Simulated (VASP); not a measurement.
# Cd (Fm-3m) in VASP: further runs

Cd is run at these levels: PBEsol; tasks: single point, relaxation of cell and atoms.

All numbers are computed with VASP 6.6.1; they aren't measurements. Logs are shortened: lines on timing, memory, paths and dates and some standing lists are left out, and cuts for length are marked.

### Step 1. The cell of the first run

The structure is cubic, space group Fm-3m (No. 225). Conventional cell: a = 4.383 Å, b = 4.383 Å, c = 4.383 Å, α = 90.00°, β = 90.00°, γ = 90.00°. Within 4.1 Å of Cd (site symmetry m-3m) lie 12 Cd at 3.10 Å.

### Step 2. Single point, PBEsol

Input file INCAR:

```
SYSTEM = Cd
ALGO = Normal ; EDIFF = 1E-6
ENCUT = 500 ; GGA = PS
GGA_COMPAT = .False. ; ISIF = 2
ISMEAR = -1 ; LASPH = .True.
LCHARG = .True. ; LELF = .True.
LREAL = .False. ; LVHAR = .True.
LWAVE = .False. ; NBANDS = 32
NELM = 120 ; PREC = Accurate
SIGMA = 0.1
```

Input file KPOINTS:

```
k-points
0
Gamma
  6 6 6
  0 0 0
```

Input file POSCAR:

```
Cd
1.0
    4.3830965869      0.0000000000      0.0000000000
    0.0000000000      4.3830965869      0.0000000000
    0.0000000000      0.0000000000      4.3830965869
Cd
4
Direct
    0.0000000000      0.0000000000      0.0000000000
    0.0000000000      0.5000000000      0.5000000000
    0.5000000000      0.0000000000      0.5000000000
    0.5000000000      0.5000000000      0.0000000000
```

Potentials or basis: VASP PAW PBE potentials, release 64 (Cd).

Launch:

```sh
cat potpaw_PBE.64/Cd/POTCAR > POTCAR
mpirun -np 1 vasp_std > vasp.out
```

OUTCAR:

```text
SYSTEM = Cd
   EDIFF = 1E-6
   ENCUT = 500
   GGA = PS
   ISIF = 2
   ISMEAR = -1
   LASPH = .True.
   LREAL = .False.
   NELM = 120
   PREC = Accurate

 ion  position               nearest neighbor table
   1  0.000  0.000  0.000-   2 3.10   3 3.10   4 3.10   2 3.10   3 3.10   2 3.10   4 3.10   2 3.10
                             3 3.10   4 3.10   3 3.10   4 3.10
   2  0.000  0.500  0.500-   1 3.10   3 3.10   4 3.10   1 3.10   4 3.10   1 3.10   3 3.10   1 3.10
                             3 3.10   4 3.10   4 3.10   3 3.10
   3  0.500  0.000  0.500-   1 3.10   2 3.10   4 3.10   1 3.10   4 3.10   2 3.10   4 3.10   4 3.10
                             1 3.10   2 3.10   1 3.10   2 3.10
   4  0.500  0.500  0.000-   1 3.10   2 3.10   3 3.10   2 3.10   3 3.10   1 3.10   3 3.10   3 3.10
                             1 3.10   2 3.10   2 3.10   1 3.10

  LATTYP: Found a simple cubic cell.
 ALAT       =     4.3830965869

  Lattice vectors:

 A1 = (   4.3830965869,   0.0000000000,   0.0000000000)
 A2 = (   0.0000000000,   4.3830965869,   0.0000000000)
 A3 = (   0.0000000000,   0.0000000000,   4.3830965869)

Analysis of symmetry for initial positions (statically):
=====================================================================
 Subroutine PRICEL returns following result:

  LATTYP: Found a face centered cubic cell.
 ALAT       =     4.3830965869

  Lattice vectors:

 A1 = (   2.1915482934,  -2.1915482934,   0.0000000000)
 A2 = (   2.1915482934,   0.0000000000,   2.1915482934)
 A3 = (   0.0000000000,  -2.1915482934,   2.1915482934)

   4 primitive cells build up your supercell.

 Routine SETGRP: Setting up the symmetry group for a
 simple cubic supercell.

 Subroutine GETGRP returns: Found 48 space group operations
 (whereof 48 operations were pure point group operations)
 out of a pool of 48 trial point group operations.

The static configuration has the point symmetry O_h .

Analysis of symmetry for dynamics (positions and initial velocities):
=====================================================================
 Subroutine PRICEL returns following result:

  LATTYP: Found a face centered cubic cell.
 ALAT       =     4.3830965869

  Lattice vectors:

 A1 = (   2.1915482934,  -2.1915482934,   0.0000000000)
 A2 = (   2.1915482934,   0.0000000000,   2.1915482934)
 A3 = (   0.0000000000,  -2.1915482934,   2.1915482934)

   4 primitive cells build up your supercell.

 Routine SETGRP: Setting up the symmetry group for a
 simple cubic supercell.

 Subroutine GETGRP returns: Found 48 space group operations
 (whereof 48 operations were pure point group operations)
 out of a pool of 48 trial point group operations.

The dynamic configuration has the point symmetry O_h .

 Subroutine INISYM returns: Found 48 space group operations
 (whereof 48 operations are pure point group operations),
 and found     4 'primitive' translations

----------------------------------------------------------------------------------------

                                     Primitive cell

  volume of cell :      21.0515

  direct lattice vectors                    reciprocal lattice vectors
     2.191548293 -2.191548293  0.000000000     0.228149205 -0.228149205 -0.228149205
     2.191548293  0.000000000  2.191548293     0.228149205  0.228149205  0.228149205
     0.000000000 -2.191548293  2.191548293    -0.228149205 -0.228149205  0.228149205

  length of vectors
     3.099317319  3.099317319  3.099317319     0.395166014  0.395166014  0.395166014

  position of ions in fractional coordinates (direct lattice)
     0.000000000  0.000000000  0.000000000

  ion indices of the primitive-cell ions
   primitive index   ion index
                 1           1

----------------------------------------------------------------------------------------

 KPOINTS: k-points

Automatic generation of k-mesh.
 Grid dimensions read from file:
 generate k-points for:    6    6    6

 Generating k-lattice:

  Cartesian coordinates                     Fractional coordinates (reciprocal lattice)
     0.038024867  0.000000000  0.000000000     0.166666667  0.000000000  0.000000000
     0.000000000  0.038024867  0.000000000     0.000000000  0.166666667  0.000000000
     0.000000000  0.000000000  0.038024867     0.000000000  0.000000000  0.166666667

  Length of vectors
     0.038024867  0.038024867  0.038024867

  Shift w.r.t. Gamma in fractional coordinates (k-lattice)
     0.000000000  0.000000000  0.000000000

 Subroutine IBZKPT returns following result:
 ===========================================

 Found     20 irreducible k-points:

 Following reciprocal coordinates:
            Coordinates               Weight
  0.000000  0.000000  0.000000      1.000000
  0.166667  0.000000  0.000000      6.000000
  0.333333  0.000000  0.000000      6.000000
  0.500000  0.000000  0.000000      3.000000
  0.166667  0.166667  0.000000     12.000000
  0.333333  0.166667  0.000000     24.000000
[... 12 lines left out ...]
  0.500000  0.500000  0.333333      6.000000
  0.500000  0.500000  0.500000      1.000000
   k-points           NKPTS =     20   k-points in BZ     NKDIM =     20   number of bands    NBANDS=     32
   number of dos      NEDOS =    301   number of ions     NIONS =      4
   total plane-waves  NPLWV =  32768
   dimension x,y,z NGX =    32 NGY =   32 NGZ =   32
   dimension x,y,z NGXF=    64 NGYF=   64 NGZF=   64
   ions per type =               4
   NGX,Y,Z   is equivalent  to a cutoff of  12.14, 12.14, 12.14 a.u.
   NGXF,Y,Z  is equivalent  to a cutoff of  24.27, 24.27, 24.27 a.u.
 SYSTEM =  Cd
   PREC   = accura    normal or accurate (medium, high low for compatibility)
   ISTART =      0    job   : 0-new  1-cont  2-samecut
   ICHARG =      2    charge: 1-file 2-atom 10-const
   ISPIN  =      1    spin polarized calculation?
   LNONCOLLINEAR =      F non collinear calculations
   LSORBIT =      F    spin-orbit coupling
   LASPH  =      T    aspherical Exc in radial PAW
   ENCUT  =  500.0 eV  36.75 Ry    6.06 a.u.   7.99  7.99  7.99*2*pi/ulx,y,z
   NELM   =    120;   NELMIN=  2; NELMDL= -5     # of ELM steps
   EDIFF  = 0.1E-05   stopping-criterion for ELM
   LREAL  =      F    real-space projection
   EDIFFG = 0.1E-04   stopping-criterion for IOM
   NSW    =      0    number of steps for IOM
   IBRION =     -1    ionic relax: 0-MD 1-quasi-New 2-CG
   NFREE  =      0    steps in history (QN), initial steepest desc. (CG)
   ISIF   =      2    stress and relaxation
   ISYM   =      2    0-nonsym 1-usesym 2-fastsym
   POTIM  = 0.5000    time-step for ionic-motion
   TEBEG  =    0.0;   TEEND  =   0.0 temperature during run
   PSTRESS=    0.0 pullay stress
   NELECT =      48.0000    total number of electrons
   NUPDOWN=      -1.0000    fix difference up-down
   EMIN   =  10.00;   EMAX   =-10.00  energy-range for DOS
   EFERMI =   0.00;   METHOD = LEGACY
   ISMEAR =    -1;   SIGMA  =   0.10  broadening in eV -4-tet -1-fermi 0-gaus
   EFERMI_NEDOS =   21; number of points for ismear=-14 and -15
   IALGO  =     38    algorithm
   IMIX   =      4    mixing-type and parameters
     AMIX     =   0.40;   BMIX     =  1.00
     AMIX_MAG =   1.60;   BMIX_MAG =  1.00
  volume/ion in A,a.u.               =      21.05       142.06
  Fermi-wavevector in a.u.,A,eV,Ry     =   1.357399  2.565112 25.069172  1.842532
  Thomas-Fermi vector in A             =   2.484321
   LORBIT       =      0    0 simple, 1 ext, 2 COOP (PROOUT), +10 PAW based schemes
   GGA     = PS    functional components
   LHFCALC =     F    Hartree Fock is set to
   AEXX    =    0.0000 exact exchange contribution
   IVDW    =     0    specifies the selected vdW correction
   LEPSILON=     F    determine dielectric tensor
   LRPA    =     F    only Hartree local field effects (RPA)
 non-spin polarized calculation
  energy-cutoff  :      500.00
  volume of cell :       84.21
 maximum number of plane-waves:      2176
 NGX is ok and might be reduce to    32
   NGX = 15   NGY = 15   NGZ = 15

 number of electron      47.9999977 magnetization

 Free energy of the ion-electron system (eV)
  ---------------------------------------------------
  ext. energy  EPLUGINS =         0.00000000
  ---------------------------------------------------
  free energy    TOTEN  =        -4.74076734 eV

  energy without entropy =       -4.67786385  energy(sigma->0) =       -4.70931560

 E-fermi :   2.8740     XC(G=0): -11.3575

 val. band max:        2.7632867622   @ k =   0.1667   0.1667   0.0000
 cond. band min:       2.9003417554   @ k =   0.5000   0.5000   0.3333
 fundamental gap:      0.1370549932
 Fermi energy:         2.8740193280

 k-point     1 :       0.0000    0.0000    0.0000
  band No.  band energies     occupation
      1      -6.9520      2.00000
      2      -6.9520      2.00000
      3      -6.9520      2.00000
      4      -6.8869      2.00000
      5      -6.8869      2.00000
      6      -6.8869      2.00000
[... 24 lines left out ...]
     31       9.7988      0.00000
     32       9.7988      0.00000

 k-point     2 :       0.1667    0.0000    0.0000
  band No.  band energies     occupation
      1      -6.9071      2.00000
      2      -6.8699      2.00000
      3      -6.8699      2.00000
      4      -6.8129      2.00000
      5      -6.8116      2.00000
      6      -6.8116      2.00000
[... 24 lines left out ...]
     31       8.8346      0.00000
     32      10.1503      0.00000

 k-point     3 :       0.3333    0.0000    0.0000
  band No.  band energies     occupation
      1      -6.7829      2.00000
      2      -6.6323      2.00000
      3      -6.6323      2.00000
      4      -6.6301      2.00000
      5      -6.6301      2.00000
      6      -6.6107      2.00000
[... 24 lines left out ...]
     31      10.0735      0.00000
     32      11.1620      0.00000

 k-point     4 :       0.5000    0.0000    0.0000
  band No.  band energies     occupation
      1      -6.6098      2.00000
      2      -6.6098      2.00000
      3      -6.5170      2.00000
      4      -6.5170      2.00000
      5      -6.3361      2.00000
      6      -6.3361      2.00000
[... 514 lines left out ...]
     31      12.9636      0.00000
     32      12.9636      0.00000

 k-point    19 :       0.5000    0.5000    0.3333
  band No.  band energies     occupation
      1      -6.7392      2.00000
      2      -6.7392      2.00000
      3      -6.7392      2.00000
      4      -6.7392      2.00000
      5      -6.2603      2.00000
      6      -6.2603      2.00000
[... 24 lines left out ...]
     31      13.7198      0.00000
     32      13.7198      0.00000

 k-point    20 :       0.5000    0.5000    0.5000
  band No.  band energies     occupation
      1      -6.8144      2.00000
      2      -6.8144      2.00000
      3      -6.8144      2.00000
      4      -6.8144      2.00000
      5      -6.2471      2.00000
      6      -6.2471      2.00000
[... 24 lines left out ...]
     31      15.7554      0.00000
     32      15.7559      0.00000

------------------------ aborting loop because EDIFF is reached ----------------------------------------

  FORCE on cell =-STRESS in cart. coord.  units (eV):
  Direction    XX          YY          ZZ          XY          YZ          ZX
  --------------------------------------------------------------------------------------
  -------------------------------------------------------------------------------------
  Total        0.0774751      0.0774751      0.0774751      0.0000000     -0.0000000      0.0000000
  in kB        1.4741092      1.4741092      1.4741092      0.0000000     -0.0000000      0.0000000
  external PRESSURE =       1.4741092 kB  Pullay stress =       0.0000000 kB

 VOLUME and BASIS-vectors are now :
 -----------------------------------------------------------------------------
  energy-cutoff  :      500.00
  volume of cell :       84.21
      direct lattice vectors                 reciprocal lattice vectors
     4.383096587  0.000000000  0.000000000     0.228149205  0.000000000  0.000000000
     0.000000000  4.383096587  0.000000000     0.000000000  0.228149205  0.000000000
     0.000000000  0.000000000  4.383096587     0.000000000  0.000000000  0.228149205

 POSITION                                       TOTAL-FORCE (eV/Angst)
 -----------------------------------------------------------------------------------
      0.00000      0.00000      0.00000        -0.000000     -0.000000     -0.000000
      0.00000      2.19155      2.19155         0.000000     -0.000000     -0.000000
      2.19155      0.00000      2.19155         0.000000      0.000000      0.000000
      2.19155      2.19155      0.00000         0.000000      0.000000     -0.000000
 -----------------------------------------------------------------------------------
    total drift:                                0.000000     -0.000000     -0.000000

  FREE ENERGIE OF THE ION-ELECTRON SYSTEM (eV)
  ---------------------------------------------------
  free  energy   TOTEN  =        -4.7407673440 eV

  energy  without entropy=       -4.6778638497  energy(sigma->0) =       -4.70931560
```

Run time: 14 s. Hardware: 1 thread of Intel Xeon 6975P-C (Granite Rapids), shared host; peak memory 0.18 GiB.

Results:

| Property | Result |
| --- | --- |
| Free energy | -4.7408 eV |
| Pressure | 0.1 GPa |
| Band gap on the k mesh | zero (band 24 reaches 5.00 eV, above the bottom of band 25 at 1.64 eV) |

Levels at points of the mesh, in eV from the Fermi level:
```tsv
k point	band 21	band 22	band 23	band 24	band 25	band 26	band 27	band 28
(0.00, 0.00, 0.00)	-8.12	-0.89	-0.89	-0.89	1.55	1.55	1.55	6.92
(0.50, 0.00, 0.00)	-6.65	-6.65	2.12	2.12	2.12	2.12	2.22	2.22
(0.50, 0.50, 0.00)	-4.12	-4.12	-4.12	-4.12	4.72	4.72	4.72	4.72
(0.50, 0.50, 0.50)	-2.45	-2.45	-2.45	-2.45	-1.23	-1.23	-1.23	-1.23
```

Caveat: the PAW data sets were made with another functional, which shifts forces and pressure a little.

(Part 1 of 2 ends here.)
